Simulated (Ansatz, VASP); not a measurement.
**Ta in VASP and in Ansatz**

```xyz
2
Lattice="2.9385 0.0000 0.0000 -1.4693 2.5448 0.0000 0.0000 0.0000 5.2343" Properties=species:S:1:pos:R:3 pbc="T T T"
Ta    0.0000    1.6966    1.3086
Ta    1.4693    0.8483    3.9257
```

Alike in both runs: task single point; functional r2SCAN; k mesh 11 × 11 × 5; occupations fermi-dirac, width 0.05 eV; no spin polarisation.

|  | VASP | Ansatz |
| --- | --- | --- |
| version | VASP 6.6.1 | Ansatz 0.2.0 |
| potentials or method | VASP PAW PBE potentials, release 64 (Ta_sv_GW) | Ansatz PAW |
| plane-wave cutoff (eV) | 550 | 500 |
| valence electrons in the cell | 26 | 26 |

```tsv
	VASP	Ansatz	Ansatz less VASP
gap on the k mesh at the Fermi level (eV)	none	none	-
pressure (GPa)	-11.2	-10.3	+0.84
traceless stress, the component that is largest in VASP (GPa)	1.01	0.99	-0.020
```

VASP's potentials were made for PBE, not for r2SCAN. A gap of «none» marks a metal or a gap that the smearing closes.

Neither program's run includes spin-orbit coupling.
